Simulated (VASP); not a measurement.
Set up this calculation in VASP 6.6.1, as the native input.

| Quantity | Value |
| --- | --- |
| Task | single point |
| Functional | LDA |
| Potentials or basis | VASP PAW LDA potentials, release 64 (C) |
| Cutoff | 520 eV |
| k mesh | 12 × 12 × 2 |
| Occupations | gaussian, width 0.05 eV |
| Spin | no spin polarisation |
| Dipole correction | no |
| Further INCAR settings | ALGO = Normal; EDIFF = 1e-06; NBANDS = 36 |

The structure of C lies in POSCAR:

```
C
1.0
    2.6666000000      0.0000000000      0.0000000000
   -1.3333000000      2.3093433417      0.0000000000
    0.0000000000      0.0000000000     11.6772000000
C
12
Direct
    0.0000000000      0.0000000000      0.1868599868
    0.0000000000      0.0000000000      0.6868599868
    0.0000000000      0.0000000000      0.3131400132
    0.0000000000      0.0000000000      0.8131400132
    0.3333333333      0.6666666667      0.5207718743
    0.6666666667      0.3333333333      0.0207718743
    0.3333333333      0.6666666667      0.9792281257
    0.6666666667      0.3333333333      0.4792281257
    0.3333333333      0.6666666667      0.6450609412
    0.6666666667      0.3333333333      0.1450609412
    0.3333333333      0.6666666667      0.8549390588
    0.6666666667      0.3333333333      0.3549390588
```

These files were run (other wordings do the same):

INCAR

```
SYSTEM = C
PREC = Accurate
ENCUT = 520
EDIFF = 1E-6
ISMEAR = 0
SIGMA = 0.05
LREAL = .False.
LASPH = .True.
NELM = 80
ALGO = Normal
ISIF = 2
LWAVE = .False.
LCHARG = .False.
NBANDS = 36
```

KPOINTS

```
Automatic mesh
0
Gamma
  12 12 2
  0 0 0
```

Potentials or basis: VASP PAW LDA potentials, release 64 (C).

Command:

```sh
$ cat potpaw_LDA.64/C/POTCAR > POTCAR
$ mpirun -np 1 vasp_std > vasp.out
```

Results of the run:

```json
{
 "Pressure": "-24.3 GPa",
 "Largest force": "0.890 eV/Å",
 "Band gap on the k mesh": "2.79 eV (least direct gap 3.81 eV)"
}
```

Caveat: the stress differs along the axes, from -69 to 64 GPa.

It took 71 s on 1 thread of Intel(R) Xeon(R) Platinum 8488C (Sapphire Rapids), with other jobs on the host, peak memory 0.18 GiB.
